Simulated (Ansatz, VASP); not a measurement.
## One calculation of Pd, two programs

INCAR

```
PREC     = Accurate       # precision mode
ENCUT    = 600            # plane-wave cutoff, eV
EDIFF    = 1E-7           # SCF threshold, eV
ISMEAR   = 0              # smearing method
SIGMA    = 0.1            # smearing width, eV
LREAL    = F              # projectors in reciprocal space
LASPH    = T              # aspherical terms in the spheres
NELM     = 100            # most SCF steps
ALGO     = Normal         # electronic algorithm
ISIF     = 3              # what is computed and relaxed
LWAVE    = F              # write WAVECAR
LCHARG   = F              # write CHGCAR
GGA      = PS             # functional
IBRION   = 2              # ionic algorithm
NSW      = 80             # ionic steps
EDIFFG   = -0.01          # ionic threshold
```

The input KPOINTS:

```
regular mesh
0
Gamma
  18 18 18
```

File POSCAR:

```
Pd
1.0
    0.0000000000      1.9368361270      1.9368361270
    1.9368361270      0.0000000000      1.9368361270
    1.9368361270      1.9368361270      0.0000000000
Pd
1
Direct
    0.0000000000      0.0000000000      0.0000000000
```

Input for Ansatz:

```yaml
crystal:
  lattice:
    - [0.0, 1.936836127, 1.936836127]
    - [1.936836127, 0.0, 1.936836127]
    - [1.936836127, 1.936836127, 0.0]
  atoms:
    - { symbol: Pd, position: [0.0, 0.0, 0.0] }
basis:
  ecutwfc: 420
kpoints:
  mp_grid: { grid: [18, 18, 18] }
hamiltonian:
  xc: pbesol
scf:
  occupations: { method: gaussian, width: 0.1 }
output:
  forces: true
  stress: true
  eigenvalues: true
relax:
  adjacent_minimum: "off"
  f_tol: 0.01
  max_steps: 60
  cell: { stress_tol: 0.1 }
```

Alike in both runs: task relaxation of cell and atoms; functional PBEsol; k mesh 18 × 18 × 18; occupations gaussian, width 0.1 eV; no spin polarisation.

```csv
,VASP,Ansatz
version,VASP 6.6.1,Ansatz 0.2.0
potentials or method,"VASP PAW PBE potentials, release 64 (Pd), cutoff 600 eV","scalar-relativistic, plane waves, PAW"
valence electrons in the cell,10,18
```

|  | VASP | Ansatz | Ansatz less VASP |
| --- | --- | --- | --- |
| gap on the k mesh at the Fermi level, each at its own relaxed structure (eV) | none | none | - |
| relaxed volume (Å³/atom) | 14.52 | 14.55 | +0.027 |
| relaxed cell length with the largest relative difference (Å) | 2.738 | 2.740 | +0.0017 |

VASP's potentials were made for PBE, not for PBEsol. A gap of «none» marks a metal or a gap that the smearing closes. VASP's potentials hold 10 valence electrons a cell and Ansatz's 18, so a difference there can come from the potentials and not from the codes.
